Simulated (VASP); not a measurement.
**CoSi (rocksalt type): relaxation of cell and atoms with PBE**

Crystal: CoSi (rocksalt type).

```
Co Si
1.0
     0.00000    2.29239    2.29239
     2.29239    0.00000    2.29239
     2.29239    2.29239    0.00000
Co Si
1 1
Direct
  0.00000 0.00000 0.00000
  0.50000 0.50000 0.50000
```

```yaml
Program: VASP 6.6.1
Task: relaxation of cell and atoms
Functional: PBE
Potentials_or_basis: VASP PAW PBE potentials, release 64 (Co, Si)
Cutoff: 600 eV
k_mesh: 15 × 15 × 15
Occupations: fermi-dirac, width 0.05 eV
Spin: no spin polarisation
Dipole_correction: no
Further_INCAR_settings: ALGO = Normal; EDIFF = 1e-07; IBRION = 2; EDIFFG = -0.005; NSW = 60; ISIF = 3
```

The relaxed volume is 12.66 Å³/atom. The relaxed cell is a = 3.296 Å, b = 3.296 Å, c = 3.296 Å, α = 60.00°, β = 60.00°, γ = 60.00°, the space group after relaxing (to 0.05 Å) is Fm-3m (No. 225) and the energy gained by relaxing is 16.7 meV/atom. The ionic steps are 10 and the pressure after relaxing is 0.1 GPa.

The path:
| step | energy change (eV) | largest force (eV/Å) | pressure (GPa) | volume (Å³) |
| --- | --- | --- | --- | --- |
| 1 | 0.0000 | 0.0000 | 9.05 | 24.09 |
| 2 | -0.0066 | 0.0000 | -6.81 | 26.54 |
| 3 | -0.0335 | 0.0000 | -0.08 | 25.34 |
| 4 | -0.0335 | 0.0000 | 0.11 | 25.32 |
| 5 | -0.0335 | 0.0000 | 0.12 | 25.32 |
| 6 | -0.0335 | 0.0000 | 0.11 | 25.32 |
| 7 | -0.0335 | 0.0000 | 0.09 | 25.32 |
| 8 | -0.0335 | 0.0000 | 0.09 | 25.32 |
| 9 | -0.0335 | 0.0000 | 0.08 | 25.32 |
| 10 | -0.0335 | 0.0000 | 0.06 | 25.32 |

Final structure:
```
Co Si
1.0
     0.00000    2.33058    2.33058
     2.33058    0.00000    2.33058
     2.33058    2.33058    0.00000
Co Si
1 1
Direct
  0.00000 0.00000 0.00000
  0.50000 0.50000 0.50000
```

Levels at points of the mesh, in eV from the Fermi level:
```csv
k point,band 3,band 4,band 5,band 6,band 7,band 8,band 9,band 10
"(0.00, 0.00, 0.00)",-1.90,-1.90,-1.81,-1.81,4.39,4.39,4.39,10.75
```

Wall time 2.4 min on 1 thread of Intel(R) Xeon(R) Platinum 8259CL CPU @ 2.50GHz (Skylake/Cascade Lake), with other jobs on the host, peak memory 0.2 GiB.

Spin polarisation is off, so any magnetic state and its effect on volume and gap are missing.
